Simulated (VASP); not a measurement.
KNbO3:

```
CELL_PARAMETERS angstrom
4.01297 0.00000 0.00000
0.00000 4.01297 0.00000
0.00000 0.00000 4.11029
ATOMIC_POSITIONS crystal
K 0.50000 0.50000 0.49995
Nb 0.00000 0.00000 0.01492
O 0.50000 0.00000 0.97414
O 0.00000 0.50000 0.97414
O 0.00000 0.00000 0.47165
```

Base run:

| Item | Value |
| --- | --- |
| Program | VASP 6.6.1 |
| Functional | PBE |
| Potentials or basis | VASP PAW PBE potentials, release 64 (K_sv, Nb_sv, O) |
| Cutoff | 600 eV |
| k mesh | 3 × 4 × 2, shifted |
| Occupations | gaussian, width 0.1 eV |
| Spin | no spin polarisation |

Its results: band gap on the k mesh 1.96 eV (least direct gap 2.75 eV); pressure -0.6 GPa; largest force 0.355 eV/Å.

Problem. After a change of settings the same cell gave: band gap on the k mesh 2.67 eV (least direct gap 3.62 eV); pressure -3.3 GPa; largest force 1.485 eV/Å. Which change was it?
A. k mesh from 3 × 4 × 2, shifted to 3 × 3 × 3, through Γ; further incar settings from ALGO = Normal; EDIFF = 1e-06; NBANDS = 28; ISYM = 0 to ALGO = Normal; EDIFF = 1e-06; NBANDS = 28
B. k mesh from 3 × 4 × 2, shifted to 3 × 3 × 1, shifted
C. k mesh from 3 × 4 × 2, shifted to 5 × 2 × 2, through Γ
D. k mesh from 3 × 4 × 2, shifted to 4 × 4 × 4, through Γ; further incar settings from ALGO = Normal; EDIFF = 1e-06; NBANDS = 28; ISYM = 0 to ALGO = Normal; EDIFF = 1e-06; NBANDS = 28

Solution. B.

Caveats: some runs use coarse meshes; a shifted mesh leaves out Γ, where band edges can lie; forces of over 1 eV/Å act on the atoms, so gaps and moduli don't describe the material at rest (at least some runs).
